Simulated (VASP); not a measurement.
Here is a VASP 6.6.1 calculation.

File INCAR:

```
  PREC = Accurate
  ENCUT = 520
  EDIFF = 1E-6
  ISMEAR = -1
  SIGMA = 0.02
  LREAL = F
  LASPH = T
  NELM = 60
  ALGO = Normal
  ISIF = 2
  LWAVE = F
  LCHARG = T
  GGA = PE
  LELF = T
  LVHAR = T
  NBANDS = 31
```

File KPOINTS:

```
Automatic mesh
0
Gamma
  4 4 6
```

File POSCAR:

```
Mg3CdTe4
1.0
    4.2560140751     -6.0164713324      0.0000000000
    4.2560140751      6.0164713324      0.0000000000
    0.0000000000      0.0000000000      4.2618254912
Mg Cd Te
3 1 4
Direct
    0.0000000000      0.0000000000      0.0000000000
    0.5000000000      0.0000000000      0.5000000000
    0.0000000000      0.5000000000      0.5000000000
    0.5000000000      0.5000000000      0.0000000000
    0.7529633727      0.2470366273      0.0000000000
    0.2457793363      0.2457793363      0.5000000000
    0.7542206637      0.7542206637      0.5000000000
    0.2470366273      0.7529633727      0.0000000000
```

Potentials or basis: VASP PAW PBE potentials, release 64 (Mg, Cd, Te).

The run is started by

```console
$ cat potpaw_PBE.64/Mg/POTCAR potpaw_PBE.64/Cd/POTCAR potpaw_PBE.64/Te/POTCAR > POTCAR
$ mpirun -np 1 vasp_std > vasp.out
```

Question: Predict the largest force.

Answer: 0.019 eV/Å.

Question: Estimate the pressure.

Answer: 0.0 GPa.

Question: What does it give for the band gap on the k mesh?

Answer: Zero (bands 21 and 22 overlap by 0.17 eV).

Forces in eV/Å, atoms in the order of the input:
```
Mg   0.000  0.000  0.000
Mg   0.000  0.000  0.000
Mg   0.000  0.000  0.000
Cd   0.000  0.000  0.000
Te   0.000 -0.014  0.000
Te  -0.019  0.000  0.000
Te   0.019  0.000  0.000
Te   0.000  0.014  0.000
```

Caveat: semilocal functionals underestimate gaps, and a narrow one can read as zero; spin-orbit coupling is left out, which moves the levels of the heavy elements.
